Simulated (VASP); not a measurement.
A run of VASP 6.6.1 is set up as follows.

Contents of INCAR:

```
SYSTEM = MgO
  PREC = Accurate
  ENCUT = 520
  EDIFF = 1E-8
  ISMEAR = 0
  SIGMA = 0.01
  LREAL = .FALSE.
  LASPH = .TRUE.
  NELM = 80
  ALGO = Normal
  ISIF = 2
  LWAVE = .FALSE.
  LCHARG = .TRUE.
  GGA = PE
  NBANDS = 11
  IBRION = 8
  NSW = 1
  LEPSILON = .TRUE.
```

KPOINTS

```
regular mesh
0
G
  8 8 8
  0 0 0
```

Contents of POSCAR:

```
MgO
1.0
    0.0000000000      2.0970013927      2.0970013927
    2.0970013927      0.0000000000      2.0970013927
    2.0970013927      2.0970013927      0.0000000000
Mg O
1 1
Direct
    0.0000000000      0.0000000000      0.0000000000
    0.5000000000      0.5000000000      0.5000000000
```

Potentials or basis: VASP PAW PBE potentials, release 64 (Mg, O).

The run is started by

```console
$ cat potpaw_PBE.64/Mg/POTCAR potpaw_PBE.64/O/POTCAR > POTCAR
$ mpirun -np 1 vasp_std > vasp.out
```

(1) Estimate the electronic dielectric tensor (diagonal).

(2) Estimate the Born charges (mean of the diagonal).

(3) Predict the highest phonon frequency at Γ, LO-TO splitting left out.

Answers

(1) 3.12.

(2) Mg +1.96; O -1.96 e.

(3) 408 cm⁻¹.

Caveat: the cell wasn't relaxed at this level first, which shifts response properties.
